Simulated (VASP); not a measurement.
# Si2W (P3_221) in VASP: single point with PBEsol

Aim: the single point of Si2W with PBEsol.

Program: VASP 6.6.1. These are calculated values, not measurements. Logs are shortened: lines on timing, memory, paths and dates and some standing lists are left out, and cuts for length are marked.

## (1) The cell of the first run

The structure is trigonal, space group P3_221 (No. 154). The conventional cell has a = 4.576 Å, b = 4.576 Å, c = 6.603 Å, α = 90.00°, β = 90.00°, γ = 120.00°. Si (site symmetry 1) has 5 W at 2.50 to 2.75 Å and 9 Si at 2.53 to 3.21 Å within 3.3 Å. W (site symmetry 2) has 10 Si at 2.50 to 2.75 Å and 4 W at 3.17 Å within 3.3 Å.

## (2) Single point, PBEsol (atoms displaced along a vibrational mode)

The input, INCAR:

```
SYSTEM = Si2W
PREC = Accurate ; ENCUT = 520
EDIFF = 1E-6 ; ISMEAR = 0
SIGMA = 0.15 ; LREAL = .False.
LASPH = .True. ; NELM = 80
ALGO = Normal ; ISIF = 2
LWAVE = .False. ; LCHARG = .False.
GGA = PS ; NBANDS = 43
```

The input, KPOINTS:

```
Automatic mesh
0
Gamma
  12 12 6
  0 0 0
```

The input, POSCAR:

```
Si2W
1.0
    4.5760866017      0.0000000000      0.0000000000
   -2.2880433009      3.9630072470      0.0000000000
    0.0000000000      0.0000000000      6.6033074698
Si W
6 3
Direct
    0.8621758234      0.6723587749      0.4941876982
    0.1378241766      0.8101829515      0.8391456351
    0.6723587749      0.8621758234      0.1724789685
    0.1898170485      0.3276412251      0.5058123018
    0.8101829515      0.1378241766      0.8275210315
    0.3276412251      0.1898170485      0.1608543649
    0.0000000000      0.4969700771      0.1666666667
    0.5030299229      0.5030299229      0.8333333333
    0.4969700771      0.0000000000      0.5000000000
```

Potentials or basis: VASP PAW PBE potentials, release 64 (Si, W_sv).

Started as:

```bash
$ cat potpaw_PBE.64/Si/POTCAR potpaw_PBE.64/W_sv/POTCAR > POTCAR
$ mpirun -np 1 vasp_std > vasp.out
```

OUTCAR:

```text
SYSTEM = Si2W
   PREC = Accurate
   ENCUT = 520
   EDIFF = 1E-6
   ISMEAR = 0
   LREAL = .False.
   LASPH = .True.
   NELM = 80
   ISIF = 2
   GGA = PS

 ion  position               nearest neighbor table
   1  0.862  0.672  0.494-   7 2.50   9 2.52   2 2.53   4 2.60   3 2.60   8 2.65   4 2.67   4 2.67
                             9 2.67   9 2.75
   2  0.138  0.810  0.839-   7 2.50   8 2.52   1 2.53   5 2.60   6 2.60   9 2.65   5 2.67   5 2.67
                             8 2.67   8 2.75
   3  0.672  0.862  0.172-   9 2.50   7 2.52   5 2.53   6 2.60   1 2.60   8 2.65   6 2.67   6 2.67
                             7 2.67   7 2.75
   4  0.190  0.328  0.506-   8 2.50   9 2.52   6 2.53   1 2.60   5 2.60   7 2.65   1 2.67   1 2.67
                             9 2.67   9 2.75
   5  0.810  0.138  0.828-   9 2.50   8 2.52   3 2.53   2 2.60   4 2.60   7 2.65   2 2.67   2 2.67
                             8 2.67   8 2.75
   6  0.328  0.190  0.161-   8 2.50   7 2.52   4 2.53   3 2.60   2 2.60   9 2.65   3 2.67   3 2.67
                             7 2.67   7 2.75
   7  0.000  0.497  0.167-   1 2.50   2 2.50   3 2.52   6 2.52   4 2.65   5 2.65   3 2.67   6 2.67
                             6 2.75   3 2.75   9 3.17   9 3.17   8 3.17   8 3.17
   8  0.503  0.503  0.833-   4 2.50   6 2.50   2 2.52   5 2.52   1 2.65   3 2.65   2 2.67   5 2.67
                             5 2.75   2 2.75   9 3.17   9 3.17   7 3.17   7 3.17
   9  0.497  0.000  0.500-   5 2.50   3 2.50   1 2.52   4 2.52   2 2.65   6 2.65   1 2.67   4 2.67
                             4 2.75   1 2.75   7 3.17   7 3.17   8 3.17   8 3.17

  LATTYP: Found a hexagonal cell.
 ALAT       =     4.5760866017
 C/A-ratio  =     1.4430031694

  Lattice vectors:

 A1 = (   4.5760866017,   0.0000000000,   0.0000000000)
 A2 = (  -2.2880433009,   3.9630072470,   0.0000000000)
 A3 = (   0.0000000000,   0.0000000000,   6.6033074698)

Analysis of symmetry for initial positions (statically):
=====================================================================
 Subroutine PRICEL returns:
 Original cell was already a primitive cell.

 Routine SETGRP: Setting up the symmetry group for a
 hexagonal supercell.

 Subroutine GETGRP returns: Found  6 space group operations
 (whereof  2 operations were pure point group operations)
 out of a pool of 24 trial point group operations.

The static configuration has the point symmetry C_2 .
 The point group associated with its full space group is D_3 .

Analysis of symmetry for dynamics (positions and initial velocities):
=====================================================================
 Subroutine PRICEL returns:
 Original cell was already a primitive cell.

 Routine SETGRP: Setting up the symmetry group for a
 hexagonal supercell.
[... 132 lines left out ...]
   NUPDOWN=      -1.0000    fix difference up-down
   EMIN   =  10.00;   EMAX   =-10.00  energy-range for DOS
   EFERMI =   0.00;   METHOD = LEGACY
   ISMEAR =     0;   SIGMA  =   0.15  broadening in eV -4-tet -1-fermi 0-gaus
   EFERMI_NEDOS =   21; number of points for ismear=-14 and -15
   IALGO  =     38    algorithm
   IMIX   =      4    mixing-type and parameters
     AMIX     =   0.40;   BMIX     =  1.00
     AMIX_MAG =   1.60;   BMIX_MAG =  1.00
  volume/ion in A,a.u.               =      13.31        89.79
  Fermi-wavevector in a.u.,A,eV,Ry     =   1.342237  2.536461 24.512265  1.801601
  Thomas-Fermi vector in A             =   2.470407
   LORBIT       =      0    0 simple, 1 ext, 2 COOP (PROOUT), +10 PAW based schemes
   GGA     = PS    functional components
   LHFCALC =     F    Hartree Fock is set to
   AEXX    =    0.0000 exact exchange contribution
   IVDW    =     0    specifies the selected vdW correction
   LEPSILON=     F    determine dielectric tensor
   LRPA    =     F    only Hartree local field effects (RPA)
 non-spin polarized calculation
 Gauss-broadening in eV      SIGMA  =   0.15
  energy-cutoff  :      520.00
  volume of cell :      119.75
 maximum number of plane-waves:      3300
 NGX is ok and might be reduce to    36
   NGX = 17   NGY = 17   NGZ = 25

 number of electron      66.0000001 magnetization

 Free energy of the ion-electron system (eV)
  ---------------------------------------------------
  ext. energy  EPLUGINS =         0.00000000
  ---------------------------------------------------
  free energy    TOTEN  =       -78.88306458 eV

  energy without entropy =      -78.88124089  energy(sigma->0) =      -78.88215273

 E-fermi :  12.6222     XC(G=0): -12.6604

 val. band max:       12.5747363579   @ k =   0.5000  -0.0000   0.5000
 cond. band min:      12.6705337505   @ k =   0.5000  -0.0000   0.0000
 fundamental gap:      0.0957973926
 Fermi energy:        12.6222072204

 k-point     1 :       0.0000    0.0000    0.0000
  band No.  band energies     occupation
      1     -61.6159      2.00000
      2     -61.6024      2.00000
      3     -61.6024      2.00000
      4     -26.0219      2.00000
      5     -26.0208      2.00000
      6     -26.0208      2.00000
[... 1093 lines left out ...]
     42      15.8561      0.00000
     43      16.3316      0.00000

 [... further k-points ...]

------------------------ aborting loop because EDIFF is reached ----------------------------------------

  FORCE on cell =-STRESS in cart. coord.  units (eV):
  Direction    XX          YY          ZZ          XY          YZ          ZX
  --------------------------------------------------------------------------------------
  -------------------------------------------------------------------------------------
  Total        1.9316764      1.9316764      1.7791724     -0.0000000      0.0000000     -0.0000000
  in kB       25.8442733     25.8442733     23.8038932     -0.0000000      0.0000000     -0.0000000
  external PRESSURE =      25.1641466 kB  Pullay stress =       0.0000000 kB

 VOLUME and BASIS-vectors are now :
 -----------------------------------------------------------------------------
  energy-cutoff  :      520.00
  volume of cell :      119.75
      direct lattice vectors                 reciprocal lattice vectors
     4.576086602  0.000000000  0.000000000     0.218527333  0.126166814  0.000000000
    -2.288043301  3.963007247  0.000000000     0.000000000  0.252333629  0.000000000
     0.000000000  0.000000000  6.603307470     0.000000000  0.000000000  0.151439260

 POSITION                                       TOTAL-FORCE (eV/Angst)
 -----------------------------------------------------------------------------------
      2.40701      2.66456      3.26327        -1.067169     -0.047210      0.354999
     -1.22304      3.21076      5.54114         0.574469      0.900590     -0.354999
      1.10408      3.41681      1.13893         0.492699     -0.947800     -0.354999
      0.11896      1.29844      3.34003        -1.067169      0.047210     -0.354999
      3.39212      0.54620      5.46438         0.492699      0.947800      0.354999
      1.06500      0.75225      1.06217         0.574469     -0.900590      0.354999
     -1.13709      1.96950      1.10055        -0.411764      0.713196      0.000000
      1.15095      1.99351      5.50276        -0.411764     -0.713196     -0.000000
      2.27418      0.00000      3.30165         0.823528      0.000000      0.000000
 -----------------------------------------------------------------------------------
    total drift:                               -0.000009      0.000000      0.000000

  FREE ENERGIE OF THE ION-ELECTRON SYSTEM (eV)
  ---------------------------------------------------
  free  energy   TOTEN  =       -78.8830645764 eV

  energy  without entropy=      -78.8812408926  energy(sigma->0) =      -78.88215273
```

OSZICAR:

```text
N       E                     dE             d eps       ncg     rms          rms(c)
DAV:   1     0.634366199924E+03    0.63437E+03   -0.34988E+04  8912   0.157E+03
DAV:   2    -0.413416332044E+02   -0.67571E+03   -0.65234E+03  9150   0.450E+02
DAV:   3    -0.803362818375E+02   -0.38995E+02   -0.37708E+02 10841   0.991E+01
DAV:   4    -0.813045926296E+02   -0.96831E+00   -0.95737E+00 10552   0.144E+01
DAV:   5    -0.813218514370E+02   -0.17259E-01   -0.17217E-01 10616   0.211E+00    0.463E+01
DAV:   6    -0.792482902504E+02    0.20736E+01   -0.94678E+00 10339   0.154E+01    0.170E+01
DAV:   7    -0.789484904045E+02    0.29980E+00   -0.86547E-01 10156   0.373E+00    0.730E+00
DAV:   8    -0.788850778971E+02    0.63413E-01   -0.13586E-01 10420   0.196E+00    0.516E-01
DAV:   9    -0.788836809665E+02    0.13969E-02   -0.93350E-03 11336   0.409E-01    0.317E-01
DAV:  10    -0.788831409382E+02    0.54003E-03   -0.22152E-03 10495   0.293E-01    0.748E-02
DAV:  11    -0.788830671088E+02    0.73829E-04   -0.28183E-04 10328   0.100E-01    0.328E-02
DAV:  12    -0.788830658022E+02    0.13066E-05   -0.19719E-05 11059   0.232E-02    0.689E-03
DAV:  13    -0.788830646884E+02    0.11139E-05   -0.77527E-07  5872   0.599E-03    0.254E-03
DAV:  14    -0.788830645764E+02    0.11196E-06   -0.14174E-07  5315   0.243E-03
   1 F= -.78883065E+02 E0= -.78882153E+02  d E =-.182368E-02
```

stdout:

```text
POSCAR found type information on POSCAR SiW
 POSCAR found :  2 types and       9 ions
 scaLAPACK will be used
 -----------------------------------------------------------------------------
|                                                                             |
|                                                                             |
|     You enforced a specific xc type in the INCAR file but a different       |
|     I HOPE YOU KNOW WHAT YOU ARE DOING!                                     |
|                                                                             |
 -----------------------------------------------------------------------------

 LDA part: xc-table for (Slater+PW92), standard interpolation
 POSCAR, INCAR and KPOINTS ok, starting setup
 FFT: planning ... GRIDC
 FFT: planning ... GRID_SOFT
 FFT: planning ... GRID
 WAVECAR not read
 entering main loop
```

It took 8.2 min on 1 thread of Intel Xeon Platinum 8259CL at 2.50GHz (Skylake/Cascade Lake), shared host; peak memory 0.51 GiB.

What came out:

```
Free energy            : -78.8831 eV
Pressure               : 2.5 GPa
Largest force          : 1.126 eV/Å
Band gap on the k mesh : 0.10 eV (least direct gap 0.74 eV)
```

Forces in eV/Å, atoms in the order of the input:
```
Si  -1.067 -0.047  0.355
Si   0.574  0.901 -0.355
Si   0.493 -0.948 -0.355
Si  -1.067  0.047 -0.355
Si   0.493  0.948  0.355
Si   0.574 -0.901  0.355
W   -0.412  0.713  0.000
W   -0.412 -0.713  0.000
W    0.824  0.000  0.000
```

Stress tensor (GPa, compression positive):
```
2.58 0.00 0.00
0.00 2.58 0.00
0.00 0.00 2.38
```

Levels at points of the mesh, in eV from the valence-band top:
```csv
k point,band 29,band 30,band 31,band 32,band 33,band 34,band 35,band 36,band 37,band 38
"(0.00, 0.00, 0.00)",-3.31,-3.31,-2.98,-2.57,-0.97,2.16,2.16,2.23,2.42,2.65
"(0.50, 0.00, 0.00)",-2.46,-2.40,-1.69,-1.11,-0.69,0.10,0.81,0.99,1.10,1.93
"(0.00, 0.00, 0.50)",-2.69,-2.69,-2.48,-0.77,-0.77,1.81,2.17,2.17,2.21,2.50
"(0.50, 0.00, 0.50)",-3.12,-2.85,-2.10,-1.24,0.00,0.74,1.06,1.30,1.57,1.73
```

Caveat: the cell differs from its parent crystal (atoms displaced along a vibrational mode); the PAW data sets were made with another functional, which shifts forces and pressure a little; spin-orbit coupling is left out, which moves the levels of the heavy elements.
